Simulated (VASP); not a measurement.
# Eu (Im-3m) in VASP: further runs

Eu is run at these levels: revPBE+U, PBEsol+U; tasks: single point.

Program: VASP 6.6.1. These are calculated values, not measurements. Logs are shortened: lines on timing, memory, paths and dates and some standing lists are left out, and cuts for length are marked.

**1. The cell of the first run**

It takes space group Im-3m (No. 229, cubic). Conventional cell: a = 4.606 Å, b = 4.606 Å, c = 4.606 Å, α = 90.00°, β = 90.00°, γ = 90.00°. Eu (site symmetry m-3m) has 14 Eu at 3.99 to 4.61 Å within 5.2 Å.

**2. Single point, revPBE+U, collinear spin, ferromagnetic start**

POSCAR reads:

```
Eu
1.0
    3.9889130098      0.0000000000      0.0000000000
   -1.3296376699      3.7607832517      0.0000000000
   -1.3296376699     -1.8803916259      3.2569338341
Eu
1
Direct
    0.0000000000      0.0000000000      0.0000000000
```

INCAR.step1 reads:

```
SYSTEM = Eu
PREC = Accurate
ENCUT = 520
EDIFF = 1E-7
ISMEAR = 1
SIGMA = 0.025
LREAL = .False.
LASPH = .True.
NELM = 150
ALGO = Normal
ISIF = 2
LWAVE = .False.
LCHARG = .True.
ISPIN = 2
MAGMOM = 7.97
LMAXMIX = 6
LDAU = .True.
LDAUTYPE = 2
LDAUL = 3
LDAUU = 6
LDAUJ = 0
LDAUPRINT = 1
GGA = RE
NBANDS = 18
```

KPOINTS.step1 reads:

```
Automatic mesh
0
Gamma
  8 8 8
  0 0 0
```

INCAR.step2 reads:

```
SYSTEM = Eu
PREC = Accurate
ENCUT = 520
EDIFF = 1E-7
ISMEAR = -5
SIGMA = 0.025
LREAL = .False.
LASPH = .True.
NELM = 150
ALGO = Normal
ISIF = 2
LWAVE = .False.
LCHARG = .False.
ISPIN = 2
MAGMOM = 7.97
LORBIT = 11
LMAXMIX = 6
LDAU = .True.
LDAUTYPE = 2
LDAUL = 3
LDAUU = 6
LDAUJ = 0
LDAUPRINT = 1
GGA = RE
NBANDS = 18
NEDOS = 1001
ICHARG = 11
```

KPOINTS.step2 reads:

```
Automatic mesh
0
Gamma
  12 12 12
  0 0 0
```

Potentials or basis: VASP PAW PBE potentials, release 64 (Eu).

Started as:

```
> cat potpaw_PBE.64/Eu/POTCAR > POTCAR
> cp INCAR.step1 INCAR
> cp KPOINTS.step1 KPOINTS
> mpirun -np 1 vasp_std > vasp.out
> cp INCAR.step2 INCAR
> cp KPOINTS.step2 KPOINTS
> mpirun -np 1 vasp_std > vasp.out
```

OUTCAR:

```text
SYSTEM = Eu
   PREC = Accurate
   ENCUT = 520
   EDIFF = 1E-7
   ISMEAR = -5
   LREAL = .False.
   LASPH = .True.
   NELM = 150
   ISIF = 2
   ISPIN = 2
   LORBIT = 11
   GGA = RE
   ICHARG = 11

 ion  position               nearest neighbor table
   1  0.000  0.000  0.000-

  LATTYP: Found a body centered cubic cell.
 ALAT       =     4.6060000000

  Lattice vectors:

 A1 = (   3.9889130098,   0.0000000000,   0.0000000000)
 A2 = (  -1.3296376699,   3.7607832517,   0.0000000000)
 A3 = (  -1.3296376699,  -1.8803916259,   3.2569338341)

Analysis of symmetry for initial positions (statically):
=====================================================================
 Subroutine PRICEL returns:
 Original cell was already a primitive cell.

 Routine SETGRP: Setting up the symmetry group for a
 body centered cubic supercell.

 Subroutine GETGRP returns: Found 48 space group operations
 (whereof 48 operations were pure point group operations)
 out of a pool of 48 trial point group operations.

The static configuration has the point symmetry O_h .

Analysis of symmetry for dynamics (positions and initial velocities):
=====================================================================
 Subroutine PRICEL returns:
 Original cell was already a primitive cell.

 Routine SETGRP: Setting up the symmetry group for a
 body centered cubic supercell.

 Subroutine GETGRP returns: Found 48 space group operations
 (whereof 48 operations were pure point group operations)
 out of a pool of 48 trial point group operations.

The dynamic configuration has the point symmetry O_h .

Analysis of structural, dynamic, and magnetic symmetry:
=====================================================================
 Subroutine PRICEL returns:
 Original cell was already a primitive cell.

 Routine SETGRP: Setting up the symmetry group for a
 body centered cubic supercell.

 Subroutine GETGRP returns: Found 48 space group operations
 (whereof 48 operations were pure point group operations)
 out of a pool of 48 trial point group operations.

The overall configuration has the point symmetry O_h .

 Subroutine INISYM returns: Found 48 space group operations
 (whereof 48 operations are pure point group operations),
 and found     1 'primitive' translations

----------------------------------------------------------------------------------------

                                     Primitive cell

  volume of cell :      48.8587

  direct lattice vectors                    reciprocal lattice vectors
     3.988913010  0.000000000  0.000000000     0.250694863  0.088634019  0.153518624
    -1.329637670  3.760783252  0.000000000     0.000000000  0.265902056  0.153518624
    -1.329637670 -1.880391626  3.256933834     0.000000000  0.000000000  0.307037248

  length of vectors
     3.988913010  3.988913010  3.988913010     0.307037248  0.307037248  0.307037248

  position of ions in fractional coordinates (direct lattice)
     0.000000000  0.000000000  0.000000000

  ion indices of the primitive-cell ions
   primitive index   ion index
                 1           1

----------------------------------------------------------------------------------------

 KPOINTS: Automatic mesh

Automatic generation of k-mesh.
 Grid dimensions read from file:
 generate k-points for:   12   12   12

 Generating k-lattice:

  Cartesian coordinates                     Fractional coordinates (reciprocal lattice)
     0.020891239  0.007386168  0.012793219     0.083333333  0.000000000  0.000000000
     0.000000000  0.022158505  0.012793219     0.000000000  0.083333333  0.000000000
[... 58 lines left out ...]
   ENCUT  =  520.0 eV  38.22 Ry    6.18 a.u.   7.42  7.42  7.42*2*pi/ulx,y,z
   NELM   =    150;   NELMIN=  2; NELMDL=  0     # of ELM steps
   EDIFF  = 0.1E-06   stopping-criterion for ELM
   LREAL  =      F    real-space projection
   EDIFFG = 0.1E-05   stopping-criterion for IOM
   NSW    =      0    number of steps for IOM
   IBRION =     -1    ionic relax: 0-MD 1-quasi-New 2-CG
   NFREE  =      0    steps in history (QN), initial steepest desc. (CG)
   ISIF   =      2    stress and relaxation
   ISYM   =      2    0-nonsym 1-usesym 2-fastsym
   POTIM  = 0.5000    time-step for ionic-motion
   TEBEG  =    0.0;   TEEND  =   0.0 temperature during run
   PSTRESS=    0.0 pullay stress
   NELECT =      17.0000    total number of electrons
   NUPDOWN=      -1.0000    fix difference up-down
   EMIN   =  10.00;   EMAX   =-10.00  energy-range for DOS
   EFERMI =   0.00;   METHOD = LEGACY
   ISMEAR =    -5;   SIGMA  =   0.03  broadening in eV -4-tet -1-fermi 0-gaus
   EFERMI_NEDOS =   21; number of points for ismear=-14 and -15
   IALGO  =     38    algorithm
   IMIX   =      4    mixing-type and parameters
     AMIX     =   0.40;   BMIX     =  1.00
     AMIX_MAG =   1.60;   BMIX_MAG =  1.00
  volume/ion in A,a.u.               =      48.86       329.71
[... 49 lines left out ...]
  o =  0.0001  v =  0.0000  0.0000  0.0000  0.0000  0.0000  0.0000  0.0000  0.1667  0.0000  0.6455  0.0000  0.4564  0.0000 -0.5893      0.0000  0.0000  0.0000  0.0000  0.0000  0.0000  0.0000  0.0000  0.0000  0.0000  0.0000  0.0000  0.0000  0.0000
  o =  0.0001  v =  0.0000  0.0000  0.0000  0.0000  0.0000  0.0000  0.0000 -0.3618  0.0000  0.2121  0.0000  0.6501 -0.0000  0.6336      0.0000  0.0000  0.0000  0.0000  0.0000  0.0000  0.0000  0.0000  0.0000  0.0000  0.0000  0.0000  0.0000  0.0000
  o =  0.0001  v =  0.0000  0.0000  0.0000  0.0000  0.0000  0.0000  0.0000 -0.0000  0.9129 -0.0001  0.2500  0.0000 -0.3227 -0.0000      0.0000  0.0000  0.0000  0.0000  0.0000  0.0000  0.0000  0.0000  0.0000  0.0000  0.0000  0.0000  0.0000  0.0000
  o =  0.0001  v =  0.0000  0.0000  0.0000  0.0000  0.0000  0.0000  0.0000  0.2451  0.0001  0.6973  0.0000 -0.5146 -0.0000  0.4345      0.0000  0.0000  0.0000  0.0000  0.0000  0.0000  0.0000  0.0000  0.0000  0.0000  0.0000  0.0000  0.0000  0.0000
  o =  0.9764  v = -0.0169  0.0719  0.0044 -0.8765 -0.0062 -0.4756 -0.0048  0.0000  0.0000  0.0000  0.0000  0.0000  0.0000  0.0000      0.0000  0.0000  0.0000  0.0000  0.0000  0.0000  0.0000  0.0000  0.0000  0.0000  0.0000  0.0000  0.0000  0.0000
  o =  0.9764  v =  0.8812  0.0315 -0.2275 -0.0476  0.3218  0.0523  0.2492  0.0000  0.0000  0.0000  0.0000  0.0000  0.0000  0.0000      0.0000  0.0000  0.0000  0.0000  0.0000  0.0000  0.0000  0.0000  0.0000  0.0000  0.0000  0.0000  0.0000  0.0000
  o =  0.9764  v =  0.0663 -0.4006 -0.0171  0.4086  0.0242 -0.8166  0.0188  0.0000  0.0000  0.0000  0.0000  0.0000  0.0000  0.0000      0.0000  0.0000  0.0000  0.0000  0.0000  0.0000  0.0000  0.0000  0.0000  0.0000  0.0000  0.0000  0.0000  0.0000
  o =  0.9777  v =  0.1667  0.0000  0.6455  0.0000  0.4564 -0.0000 -0.5893  0.0000  0.0000  0.0000  0.0000  0.0000  0.0000  0.0000      0.0000  0.0000  0.0000  0.0000  0.0000  0.0000  0.0000  0.0000  0.0000  0.0000  0.0000  0.0000  0.0000  0.0000
  o =  0.9779  v =  0.4125 -0.1640  0.0106 -0.0449 -0.7635  0.0580 -0.4631  0.0000  0.0000  0.0000  0.0000  0.0000  0.0000  0.0000      0.0000  0.0000  0.0000  0.0000  0.0000  0.0000  0.0000  0.0000  0.0000  0.0000  0.0000  0.0000  0.0000  0.0000
  o =  0.9779  v =  0.0283  0.8429 -0.2495  0.2308 -0.0302 -0.2980 -0.2888  0.0000  0.0000  0.0000  0.0000  0.0000  0.0000  0.0000      0.0000  0.0000  0.0000  0.0000  0.0000  0.0000  0.0000  0.0000  0.0000  0.0000  0.0000  0.0000  0.0000  0.0000
  o =  0.9779  v =  0.1414  0.3097  0.6847  0.0848 -0.3219 -0.1095  0.5407  0.0000  0.0000  0.0000  0.0000  0.0000  0.0000  0.0000      0.0000  0.0000  0.0000  0.0000  0.0000  0.0000  0.0000  0.0000  0.0000  0.0000  0.0000  0.0000  0.0000  0.0000

 number of electron      17.0000008 magnetization       7.4098789

 Free energy of the ion-electron system (eV)
  ---------------------------------------------------
  ext. energy  EPLUGINS =         0.00000000
  ---------------------------------------------------
  free energy    TOTEN  =       -10.64296417 eV

  energy without entropy =      -10.64296417  energy(sigma->0) =      -10.64296417

 E-fermi :   1.7364     XC(G=0):  -8.0865

 val. band max:        1.8003217311   @ k =   0.2500   0.2500   0.2500
 cond. band min:       1.7389576125   @ k =   0.3333   0.3333   0.0000
 fundamental gap:     -0.0613641186
 Fermi energy:         1.7363508189

 spin component 1

 k-point     1 :       0.0000    0.0000    0.0000
  band No.  band energies     occupation
      1     -39.4154      1.00000
      2     -18.2036      1.00000
      3     -18.2036      1.00000
      4     -18.2036      1.00000
      5      -2.4109      1.00000
      6      -0.4145      1.00000
[... 1001 lines left out ...]
     17      10.2723      0.00000
     18      10.3493      0.00000

 [... further k-points ...]

------------------------ aborting loop because EDIFF is reached ----------------------------------------

  FORCE on cell =-STRESS in cart. coord.  units (eV):
  Direction    XX          YY          ZZ          XY          YZ          ZX
  --------------------------------------------------------------------------------------
  -------------------------------------------------------------------------------------
  Total        0.3030253      0.3030253      0.3030253      0.0000000     -0.0000000      0.0000000
  in kB        9.9368246      9.9368246      9.9368246      0.0000000     -0.0000000      0.0000000
  external PRESSURE =       9.9368246 kB  Pullay stress =       0.0000000 kB

 VOLUME and BASIS-vectors are now :
 -----------------------------------------------------------------------------
  energy-cutoff  :      520.00
  volume of cell :       48.86
      direct lattice vectors                 reciprocal lattice vectors
     3.988913010  0.000000000  0.000000000     0.250694863  0.088634019  0.153518624
    -1.329637670  3.760783252  0.000000000     0.000000000  0.265902056  0.153518624
    -1.329637670 -1.880391626  3.256933834     0.000000000  0.000000000  0.307037248

 POSITION                                       TOTAL-FORCE (eV/Angst)
 -----------------------------------------------------------------------------------
      0.00000      0.00000      0.00000         0.000000     -0.000000      0.000000
 -----------------------------------------------------------------------------------
    total drift:                                0.000000      0.000000      0.000000

  FREE ENERGIE OF THE ION-ELECTRON SYSTEM (eV)
  ---------------------------------------------------
  free  energy   TOTEN  =       -10.6429641666 eV

  energy  without entropy=      -10.6429641666  energy(sigma->0) =      -10.64296417

 total charge

# of ion       s       p       d       f       tot
--------------------------------------------------
    1        2.079   5.761   0.193   6.834  14.867

 magnetization (x)

# of ion       s       p       d       f       tot
--------------------------------------------------
    1       -0.007  -0.108   0.091   6.833   6.809
```

It took 2.5 min on 1 thread of Intel Xeon Platinum 8488C (Sapphire Rapids), shared host; peak memory 0.25 GiB.

Results:

| Quantity | Value |
| --- | --- |
| Net moment | 7.41 μB per cell |
| Site moments | Eu +6.81 μB |
| Valence electrons inside the program's atomic spheres | Eu 14.87 |

Levels at points of the mesh, in eV from the Fermi level:
Spin up:
| k point | band 10 | band 11 | band 12 | band 13 | band 14 | band 15 |
| --- | --- | --- | --- | --- | --- | --- |
| (0.00, 0.00, 0.00) | -2.05 | -2.05 | -2.01 | 1.91 | 1.91 | 1.91 |
| (0.50, 0.00, 0.00) | -2.05 | -2.04 | -1.52 | 0.39 | 0.65 | 3.22 |
| (0.50, 0.50, 0.50) | -2.03 | -2.03 | -0.83 | -0.83 | 4.23 | 4.23 |
Spin down:
```tsv
k point	band 3	band 4	band 5	band 6	band 7	band 8
(0.00, 0.00, 0.00)	-17.57	-17.57	-3.47	2.80	2.80	2.80
(0.50, 0.00, 0.00)	-17.69	-17.57	-0.81	1.14	1.43	4.30
(0.50, 0.50, 0.50)	-17.83	-17.83	-0.05	-0.05	4.72	4.72
```

Eigenvalues of the final occupation matrices:
```tsv
site	spin	trace	eigenvalues
site 1 f	1	6.84	0.98 0.98 0.98 0.98 0.98 0.98 0.98
site 1 f	2	0.00	0.00 0.00 0.00 0.00 0.00 0.00 0.00
```

Caveat: the PAW data sets were made with another functional, which shifts forces and pressure a little; spin-orbit coupling is left out, which moves the levels of the heavy elements.

**3. Single point, PBEsol+U, collinear spin, ferromagnetic start**

INCAR reads:

```
PREC     = Accurate       # precision mode
ENCUT    = 520            # plane-wave cutoff, eV
EDIFF    = 1E-7           # SCF threshold, eV
ISMEAR   = -1             # smearing method
SIGMA    = 0.05           # smearing width, eV
LREAL    = F              # projectors in reciprocal space
LASPH    = T              # aspherical terms in the spheres
NELM     = 150            # most SCF steps
ALGO     = Fast           # electronic algorithm
ISIF     = 2              # what is computed and relaxed
LWAVE    = F              # write WAVECAR
LCHARG   = F              # write CHGCAR
ISPIN    = 2              # spin polarisation
MAGMOM   = 7              # initial moments
LORBIT   = 11             # projections on sites
LMAXMIX  = 6              # l up to which the mixer works
LDAU     = T              # DFT+U
LDAUTYPE = 2            
LDAUL    = 3              # shell
LDAUU    = 2              # U, eV
LDAUJ    = 0            
LDAUPRINT= 1            
GGA      = PS             # functional
NBANDS   = 18             # bands
```

KPOINTS reads:

```
regular mesh
0
Gamma
  8 8 8
```

POSCAR reads:

```
Eu
1.0
   -2.3030000000      2.3030000000      2.3030000000
    2.3030000000     -2.3030000000      2.3030000000
    2.3030000000      2.3030000000     -2.3030000000
Eu
1
Direct
    0.0000000000      0.0000000000      0.0000000000
```

Potentials or basis: VASP PAW PBE potentials, release 64 (Eu).

Started as:

```
> cat potpaw_PBE.64/Eu/POTCAR > POTCAR
> mpirun -np 1 vasp_std > vasp.out
```

Wall time 7 min (1 thread of Intel Xeon 8259CL, shared host); peak memory 0.23 GiB.

The run converged. Its results:

- Free energy: -11.3051 eV
- Pressure: -2.1 GPa
- Net moment: 7.36 μB per cell
- Site moments: Eu +6.76 μB
- Valence electrons inside the program's atomic spheres: Eu 14.74

Levels at points of the mesh, in eV from the Fermi level:
Spin up:
| k point | band 10 | band 11 | band 12 | band 13 | band 14 | band 15 |
| --- | --- | --- | --- | --- | --- | --- |
| (0.00, 0.00, 0.00) | -0.75 | -0.75 | -0.72 | 1.73 | 1.73 | 1.73 |
| (0.50, 0.00, 0.00) | -0.75 | -0.75 | -0.74 | 0.45 | 0.52 | 3.07 |
| (0.50, 0.50, 0.50) | -0.84 | -0.71 | -0.71 | -0.71 | 4.21 | 4.21 |
Spin down:
```csv
k point,band 1,band 2,band 3,band 4,band 5,band 6,band 7,band 8,band 9,band 10
"(0.00, 0.00, 0.00)",-38.31,-17.82,-17.82,-17.82,-3.50,2.67,2.67,2.67,4.33,4.33
"(0.50, 0.00, 0.00)",-38.29,-18.18,-17.94,-17.82,-0.86,1.14,1.35,4.15,4.94,5.03
"(0.50, 0.50, 0.50)",-38.27,-18.07,-18.07,-18.07,-0.08,-0.08,4.39,4.39,4.39,5.53
```

Eigenvalues of the final occupation matrices:
| site | spin | trace | eigenvalues |
| --- | --- | --- | --- |
| site 1 f | 1 | 6.76 | 0.96 0.96 0.96 0.97 0.97 0.97 0.97 |
| site 1 f | 2 | 0.00 | 0.00 0.00 0.00 0.00 0.00 0.00 0.00 |

Caveat: the PAW data sets were made with another functional, which shifts forces and pressure a little; spin-orbit coupling is left out, which moves the levels of the heavy elements.

**4. Single point, PBEsol+U, collinear spin, ferromagnetic start**

POSCAR is that of step 3.

INCAR.step1 reads:

```
SYSTEM = Eu
PREC = Accurate ; ENCUT = 520
EDIFF = 1E-6 ; ISMEAR = -1
SIGMA = 0.05 ; LREAL = .False.
LASPH = .True. ; NELM = 150
ALGO = Normal ; ISIF = 2
LWAVE = .False. ; LCHARG = .True.
ISPIN = 2 ; MAGMOM = 7
LMAXMIX = 6 ; LDAU = .True.
LDAUTYPE = 2 ; LDAUL = 3
LDAUU = 8 ; LDAUJ = 0
LDAUPRINT = 1 ; GGA = PS
NBANDS = 18
```

KPOINTS.step1 is that of step 2.

INCAR.step2 reads:

```
SYSTEM = Eu
PREC = Accurate ; ENCUT = 520
EDIFF = 1E-6 ; ISMEAR = -5
SIGMA = 0.05 ; LREAL = .False.
LASPH = .True. ; NELM = 150
ALGO = Normal ; ISIF = 2
LWAVE = .False. ; LCHARG = .False.
ISPIN = 2 ; MAGMOM = 7
LORBIT = 10 ; LMAXMIX = 6
LDAU = .True. ; LDAUTYPE = 2
LDAUL = 3 ; LDAUU = 8
LDAUJ = 0 ; LDAUPRINT = 1
GGA = PS ; NEDOS = 2001
ICHARG = 11
```

KPOINTS.step2 is that of step 2.

Started as:

```
> cat potpaw_PBE.64/Eu/POTCAR > POTCAR
> cp INCAR.step1 INCAR
> cp KPOINTS.step1 KPOINTS
> mpirun -np 1 vasp_std > vasp.out
> cp INCAR.step2 INCAR
> cp KPOINTS.step2 KPOINTS
> mpirun -np 1 vasp_std > vasp.out
```

Wall time 6 min (1 thread of Intel Xeon 8259CL, shared host); peak memory 0.25 GiB.

Results (log left out):

* Net moment: 7.32 μB per cell
* Site moments: Eu +6.83 μB
* Valence electrons inside the program's atomic spheres: Eu 14.83

Levels at points of the mesh, in eV from the Fermi level:
Spin up:
```
           k point  band 10  band 11  band 12  band 13  band 14  band 15
(0.00, 0.00, 0.00)    -2.73    -2.73    -2.69     1.89     1.89     1.89
(0.50, 0.00, 0.00)    -2.74    -2.72    -1.49     0.48     0.65     3.24
(0.50, 0.50, 0.50)    -2.72    -2.72    -0.75    -0.75     4.24     4.24
```
Spin down:
```tsv
k point	band 2	band 3	band 4	band 5	band 6	band 7	band 8	band 9
(0.00, 0.00, 0.00)	-17.42	-17.42	-17.42	-3.55	2.76	2.76	2.76	4.42
(0.50, 0.00, 0.00)	-17.81	-17.55	-17.42	-0.88	1.13	1.39	4.24	5.07
(0.50, 0.50, 0.50)	-17.69	-17.69	-17.69	-0.10	-0.10	4.73	4.73	4.73
```

Eigenvalues of the final occupation matrices:
```csv
site,spin,trace,eigenvalues
site 1 f,1,6.86,0.98 0.98 0.98 0.98 0.98 0.98 0.98
site 1 f,2,0.00,0.00 0.00 0.00 0.00 0.00 0.00 0.00
```

Caveat: the PAW data sets were made with another functional, which shifts forces and pressure a little; spin-orbit coupling is left out, which moves the levels of the heavy elements.

**5. Summary**

```csv
level,U,smearing,k mesh for the DOS,occupations for the DOS,moment (μB)
revPBE+U,Eu f U = 6.0 eV,methfessel-paxton 0.025 eV,12 × 12 × 12,tetrahedron,7.41
PBEsol+U,Eu f U = 2.0 eV,fermi-dirac 0.05 eV,-,-,7.36
PBEsol+U,Eu f U = 8.0 eV,fermi-dirac 0.05 eV,12 × 12 × 12,tetrahedron,7.32
```

Alike in all rows: task single point; potentials or basis VASP PAW PBE potentials, release 64 (Eu); spin collinear, ferromagnetic start; cell a = 3.989 Å, angles 109.5°, 1 atom; k mesh 8 × 8 × 8; cutoff (eV) 520.

Caveats: the PAW data sets were made with another functional, which shifts forces and pressure a little; spin-orbit coupling is left out, which moves the levels of the heavy elements.

Total energies depend on the potentials used, so only differences within one code and one set of settings carry meaning.
